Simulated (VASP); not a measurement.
# K7Mg8F24 (a cell with a defect) in VASP: single point with PBEsol

Aim: the single point of K7Mg8F24 (a cell with a defect) with PBEsol.

All numbers are computed with VASP 6.6.1; they aren't measurements. Logs are shortened: lines on timing, memory, paths and dates and some standing lists are left out, and cuts for length are marked.

## Step 1: The cell of the first run

The cell holds a defect, 39 atoms: a = 7.983 Å, b = 7.983 Å, c = 7.983 Å, α = 90.00°, β = 90.00°, γ = 90.00°.

## Step 2: Single point, PBEsol

INCAR reads:

```
SYSTEM = K7Mg8F24
PREC = Accurate ; ENCUT = 520
EDIFF = 1E-6 ; ISMEAR = -1
SIGMA = 0.05 ; LREAL = Auto
LASPH = .TRUE. ; NELM = 80
ALGO = Normal ; ISIF = 2
LWAVE = .FALSE. ; LCHARG = .FALSE.
GGA = PS ; NBANDS = 148
NELECT = 248.0 ; ISYM = 0
```

KPOINTS reads:

```
Automatic mesh
0
Gamma
  1 1 1
  0.25 0.25 0.25
```

POSCAR reads:

```
K7Mg8F24
1.0
    7.9825440000      0.0000000000      0.0000000000
    0.0000000000      7.9825440000      0.0000000000
    0.0000000000      0.0000000000      7.9825440000
K Mg F
7 8 24
Direct
    0.9995910000      0.9997100000      0.9993670000
    0.9997920000      0.9995540000      0.4998980000
    0.0000510000      0.4995610000      0.9995830000
    0.0006210000      0.4995170000      0.4996970000
    0.5003220000      0.9997810000      0.9998700000
    0.5000810000      0.9998400000      0.4995670000
    0.4998850000      0.4998680000      0.0001030000
    0.2522990000      0.2519890000      0.2521700000
    0.2525380000      0.2520900000      0.7472320000
    0.2523530000      0.7472820000      0.2521670000
    0.2524300000      0.7473400000      0.7472270000
    0.7475210000      0.2520770000      0.2523190000
    0.7474600000      0.2521600000      0.7473300000
    0.7475530000      0.7472040000      0.2521780000
    0.7473770000      0.7472420000      0.7472550000
    0.2486780000      0.2486210000      0.9996720000
    0.2431020000      0.2425230000      0.4997790000
    0.2488160000      0.7509430000      0.9997580000
    0.2430330000      0.7567130000      0.4996690000
    0.7511390000      0.2484210000      0.9997370000
    0.7567050000      0.2424230000      0.4998640000
    0.7511940000      0.7504510000      0.9995840000
    0.7568460000      0.7564760000      0.4997140000
    0.9997610000      0.2485050000      0.2487530000
    0.9999430000      0.2482230000      0.7507680000
    0.9999560000      0.7506410000      0.2483830000
    0.0000400000      0.7512070000      0.7508040000
    0.4999530000      0.2428220000      0.2428720000
    0.5000360000      0.2428920000      0.7567220000
    0.4999480000      0.7563120000      0.2425810000
    0.4999330000      0.7564390000      0.7563350000
    0.2490180000      0.9996560000      0.2484460000
    0.2491370000      0.9997300000      0.7508550000
    0.2429440000      0.4996350000      0.2431160000
    0.2429990000      0.4997590000      0.7565110000
    0.7509800000      0.9995840000      0.2481330000
    0.7510010000      0.9994610000      0.7510910000
    0.7565890000      0.4996210000      0.2428550000
    0.7567970000      0.4997430000      0.7565550000
```

Potentials or basis: VASP PAW PBE potentials, release 64 (K_sv, Mg, F).

Started as:

```
cat potpaw_PBE.64/K_sv/POTCAR potpaw_PBE.64/Mg/POTCAR potpaw_PBE.64/F/POTCAR > POTCAR
mpirun -np 1 vasp_std > vasp.out
```

OUTCAR:

```text
SYSTEM = K7Mg8F24
   PREC = Accurate
   ENCUT = 520
   EDIFF = 1E-6
   ISMEAR = -1
   LREAL = Auto
   LASPH = .TRUE.
   NELM = 80
   ISIF = 2
   GGA = PS
   NELECT = 248.0
   ISYM = 0

 ion  position               nearest neighbor table
   1  1.000  1.000  0.999-  37 2.80  27 2.81  25 2.81  20 2.81  36 2.81  22 2.81  18 2.81  16 2.81
                            33 2.81  26 2.81  24 2.81  32 2.81  13 3.49  15 3.49  11 3.49  14 3.49
   2  1.000  1.000  0.500-  21 2.74  23 2.74  19 2.74  17 2.74  27 2.82  25 2.82  37 2.82  24 2.82
                            33 2.82  26 2.82  36 2.83  32 2.83  15 3.47  11 3.47  14 3.47  13 3.47
   3  0.000  0.500  1.000-  35 2.74  39 2.74  34 2.75  38 2.75  16 2.82  22 2.82  26 2.82  20 2.82
                            18 2.82  25 2.82  24 2.82  27 2.82  13 3.47   9 3.47   8 3.47  11 3.47
   4  0.001  0.500  0.500-  34 2.82  35 2.82  17 2.82  19 2.82  39 2.83  23 2.83  38 2.83  21 2.83
                            24 2.83  25 2.84  26 2.84  27 2.84   8 3.44   9 3.44  10 3.44  11 3.44
   5  0.500  1.000  1.000-  28 2.74  30 2.74  29 2.74  31 2.75  36 2.82  20 2.82  37 2.82  32 2.82
                            22 2.82  33 2.82  18 2.82  16 2.83  12 3.47  13 3.47  14 3.47  15 3.47
   6  0.500  1.000  0.500-  21 2.82  28 2.82  17 2.82  23 2.82  31 2.82  19 2.82  29 2.82  30 2.83
                            32 2.83  33 2.83  36 2.84  37 2.84  12 3.44   8 3.44   9 3.44  13 3.44
   7  0.500  0.500  0.000-  30 2.82  38 2.82  28 2.82  34 2.82  31 2.83  29 2.83  39 2.83  35 2.83
                            22 2.83  18 2.83  16 2.84  20 2.84  10 3.44  14 3.44   8 3.45  12 3.45
   8  0.252  0.252  0.252-  17 1.98  34 1.98  28 1.98  32 2.01  16 2.02  24 2.02   4 3.44   6 3.44
                             7 3.45   3 3.47   5 3.47   2 3.47   1 3.49
   9  0.253  0.252  0.747-  17 1.98  29 1.98  35 1.98  33 2.01  16 2.02  25 2.02   4 3.44   6 3.44
[... 23 lines left out ...]
  26  1.000  0.751  0.248-  10 2.02  14 2.02   1 2.81   3 2.82   2 2.82   4 2.84
  27  0.000  0.751  0.751-  11 2.02  15 2.02   1 2.81   2 2.82   3 2.82   4 2.84
  28  0.500  0.243  0.243-  12 1.98   8 1.98   5 2.74   6 2.82   7 2.82
  29  0.500  0.243  0.757-  13 1.98   9 1.98   5 2.74   6 2.82   7 2.83
  30  0.500  0.756  0.243-  10 1.98  14 1.98   5 2.74   7 2.82   6 2.83
  31  0.500  0.756  0.756-  15 1.98  11 1.98   5 2.75   6 2.82   7 2.83
  32  0.249  1.000  0.248-   8 2.01  10 2.01   1 2.81   5 2.82   2 2.83   6 2.83
  33  0.249  1.000  0.751-   9 2.01  11 2.02   1 2.81   5 2.82   2 2.82   6 2.83
  34  0.243  0.500  0.243-   8 1.98  10 1.98   3 2.75   4 2.82   7 2.82
  35  0.243  0.500  0.757-  11 1.98   9 1.98   3 2.74   4 2.82   7 2.83
  36  0.751  1.000  0.248-  14 2.02  12 2.02   1 2.81   5 2.82   2 2.83   6 2.84
  37  0.751  0.999  0.751-  15 2.01  13 2.02   1 2.80   5 2.82   2 2.82   6 2.84
  38  0.757  0.500  0.243-  12 1.98  14 1.98   3 2.75   7 2.82   4 2.83
  39  0.757  0.500  0.757-  15 1.98  13 1.98   3 2.74   7 2.83   4 2.83

IMPORTANT INFORMATION: All symmetrisations will be switched off!
NOSYMM: (Re-)initialisation of all symmetry stuff for point group C_1.

----------------------------------------------------------------------------------------

                                     Primitive cell

  volume of cell :     508.6558

  direct lattice vectors                    reciprocal lattice vectors
     7.982544000  0.000000000  0.000000000     0.125273346  0.000000000  0.000000000
[... 160 lines left out ...]
  volume/ion in A,a.u.               =      13.04        88.01
  Fermi-wavevector in a.u.,A,eV,Ry     =   1.288499  2.434910 22.588794  1.660230
  Thomas-Fermi vector in A             =   2.420449
   LORBIT       =      0    0 simple, 1 ext, 2 COOP (PROOUT), +10 PAW based schemes
   GGA     = PS    functional components
   LHFCALC =     F    Hartree Fock is set to
   AEXX    =    0.0000 exact exchange contribution
   IVDW    =     0    specifies the selected vdW correction
   LEPSILON=     F    determine dielectric tensor
   LRPA    =     F    only Hartree local field effects (RPA)
 non-spin polarized calculation
  energy-cutoff  :      520.00
  volume of cell :      508.66
 maximum number of plane-waves:     13679
   NGX = 29   NGY = 29   NGZ = 29

 number of electron     247.9999714 magnetization

 Free energy of the ion-electron system (eV)
  ---------------------------------------------------
  ext. energy  EPLUGINS =         0.00000000
  ---------------------------------------------------
  free energy    TOTEN  =      -196.45416484 eV

  energy without entropy =     -196.45416484  energy(sigma->0) =     -196.45416484

 E-fermi :  -0.7628     XC(G=0):  -9.6837

 val. band max:       -2.0520094919   @ k =   0.2500  -0.2500   0.2500
 cond. band min:       5.8371853743   @ k =   0.2500  -0.2500   0.2500
 fundamental gap:      7.8891948663
 Fermi energy:        -0.7628059519

 k-point     1 :       0.2500    0.2500    0.2500
  band No.  band energies     occupation
      1     -27.6219      2.00000
      2     -27.6182      2.00000
      3     -27.6143      2.00000
      4     -27.5355      2.00000
      5     -27.4657      2.00000
      6     -27.4639      2.00000
[... 545 lines left out ...]
    135       8.7968      0.00000
    136       8.9016      0.00000
 [bands above 136 left out]

------------------------ aborting loop because EDIFF is reached ----------------------------------------

  FORCE on cell =-STRESS in cart. coord.  units (eV):
  Direction    XX          YY          ZZ          XY          YZ          ZX
  --------------------------------------------------------------------------------------
  -------------------------------------------------------------------------------------
  Total        2.8326054      2.8265623      2.8330920     -0.0022109     -0.0010803      0.0000276
  in kB        8.9222152      8.9031806      8.9237480     -0.0069639     -0.0034026      0.0000871
  external PRESSURE =       8.9163813 kB  Pullay stress =       0.0000000 kB

 VOLUME and BASIS-vectors are now :
 -----------------------------------------------------------------------------
  energy-cutoff  :      520.00
  volume of cell :      508.66
      direct lattice vectors                 reciprocal lattice vectors
     7.982544000  0.000000000  0.000000000     0.125273346  0.000000000  0.000000000
     0.000000000  7.982544000  0.000000000     0.000000000  0.125273346  0.000000000
     0.000000000  0.000000000  7.982544000     0.000000000  0.000000000  0.125273346

 POSITION                                       TOTAL-FORCE (eV/Angst)
 -----------------------------------------------------------------------------------
      7.97928      7.98023      7.97749         0.005653     -0.003552      0.001143
      7.98088      7.97898      3.99046         0.002563     -0.000460     -0.002539
      0.00041      3.98777      7.97922        -0.003540      0.001149      0.000691
      0.00496      3.98742      3.98885        -0.007068      0.000806      0.000451
      3.99384      7.98080      7.98151        -0.007931     -0.003519     -0.004292
      3.99192      7.98127      3.98782        -0.002504     -0.005005      0.003463
[... 31 lines left out ...]
      6.03950      3.98825      1.93860        -0.003618     -0.003235      0.011343
      6.04117      3.98922      6.03923        -0.001838     -0.009751     -0.010198
 -----------------------------------------------------------------------------------
    total drift:                                0.000529     -0.015085     -0.016063

  FREE ENERGIE OF THE ION-ELECTRON SYSTEM (eV)
  ---------------------------------------------------
  free  energy   TOTEN  =      -196.4541648385 eV

  energy  without entropy=     -196.4541648385  energy(sigma->0) =     -196.45416484
```

OSZICAR:

```text
N       E                     dE             d eps       ncg     rms          rms(c)
DAV:   1     0.212518616917E+04    0.21252E+04   -0.13486E+05  1184   0.162E+03
DAV:   2    -0.515688751091E+02   -0.21768E+04   -0.21362E+04  1392   0.430E+02
DAV:   3    -0.202787725307E+03   -0.15122E+03   -0.15069E+03  1384   0.117E+02
DAV:   4    -0.212137211650E+03   -0.93495E+01   -0.93279E+01  1960   0.190E+01
DAV:   5    -0.212353342751E+03   -0.21613E+00   -0.21603E+00  1672   0.331E+00    0.235E+01
DAV:   6    -0.196661533973E+03    0.15692E+02   -0.70885E+01  1336   0.226E+01    0.104E+01
DAV:   7    -0.196514713797E+03    0.14682E+00   -0.23468E+00  1672   0.380E+00    0.733E+00
DAV:   8    -0.196444389975E+03    0.70324E-01   -0.57039E-01  1344   0.329E+00    0.860E-01
DAV:   9    -0.196443991666E+03    0.39831E-03   -0.11200E-01  1536   0.957E-01    0.359E-01
DAV:  10    -0.196449752785E+03   -0.57611E-02   -0.12081E-02  1720   0.316E-01    0.246E-01
DAV:  11    -0.196453458671E+03   -0.37059E-02   -0.28065E-03  1392   0.190E-01    0.108E-01
DAV:  12    -0.196453997670E+03   -0.53900E-03   -0.16911E-03  1624   0.217E-01    0.518E-02
DAV:  13    -0.196454153055E+03   -0.15538E-03   -0.50471E-04  1424   0.826E-02    0.317E-02
DAV:  14    -0.196454166637E+03   -0.13582E-04   -0.16756E-04  1352   0.476E-02    0.256E-02
DAV:  15    -0.196454164742E+03    0.18950E-05   -0.15290E-05  1632   0.171E-02    0.110E-02
DAV:  16    -0.196454165031E+03   -0.28943E-06   -0.19105E-05  1120   0.221E-02    0.669E-03
DAV:  17    -0.196454164839E+03    0.19296E-06   -0.35967E-06  1248   0.878E-03
   1 F= -.19645416E+03 E0= -.19645416E+03  d E =-.507846E-10
```

stdout:

```text
POSCAR found type information on POSCAR K MgF
 POSCAR found :  3 types and      39 ions
 scaLAPACK will be used
 -----------------------------------------------------------------------------
|                                                                             |
|                                                                             |
|     You enforced a specific xc type in the INCAR file but a different       |
|     I HOPE YOU KNOW WHAT YOU ARE DOING!                                     |
|                                                                             |
 -----------------------------------------------------------------------------

 LDA part: xc-table for (Slater+PW92), standard interpolation
 POSCAR, INCAR and KPOINTS ok, starting setup
 FFT: planning ... GRIDC
 FFT: planning ... GRID_SOFT
 FFT: planning ... GRID
 WAVECAR not read
 entering main loop
 the old and the new charge density differ
 old charge density:   247.00000 new  247.99997
    0.235E+01
```

Run time: 12 min. Hardware: 1 thread of Oxide Virtual Turin-like, shared host; peak memory 0.55 GiB.

What came out:

```yaml
Free_energy: -196.4542 eV
Largest_force: 0.017 eV/Å
```

Forces in eV/Å, atoms in the order of the input:
```
K    0.006 -0.004  0.001
K    0.003  0.000 -0.003
K   -0.004  0.001  0.001
K   -0.007  0.001  0.000
K   -0.008 -0.004 -0.004
K   -0.003 -0.005  0.003
K    0.003  0.001 -0.005
Mg   0.000 -0.001 -0.006
Mg  -0.007 -0.003  0.011
Mg  -0.001  0.003 -0.009
Mg  -0.001  0.006  0.010
Mg  -0.002  0.001 -0.012
Mg   0.006 -0.005  0.007
Mg   0.001 -0.006 -0.010
Mg   0.013 -0.005  0.002
F    0.005  0.006  0.005
F    0.008  0.010 -0.007
F    0.001 -0.007 -0.006
F    0.008 -0.010 -0.002
F   -0.004  0.009  0.001
F   -0.009  0.007 -0.007
F   -0.003  0.002  0.008
F   -0.006 -0.003 -0.006
F    0.011  0.004  0.005
F    0.002  0.012 -0.004
F   -0.002  0.002  0.007
F   -0.005 -0.008 -0.003
F   -0.004  0.007  0.009
F   -0.003  0.009 -0.010
F    0.001 -0.007  0.011
F   -0.002 -0.006 -0.003
F   -0.002  0.002  0.007
F    0.000  0.000 -0.001
F    0.009 -0.004  0.006
F    0.006 -0.007 -0.011
F   -0.003 -0.001  0.017
F   -0.003  0.013 -0.004
F   -0.004 -0.003  0.011
F   -0.002 -0.010 -0.010
```

Caveat: the cell carries a net charge on a neutralising background, which shifts energy and pressure; the cell is charged against a uniform background, so pressure and absolute levels hang on convention; the PAW data sets were made with another functional, which shifts forces and pressure a little.
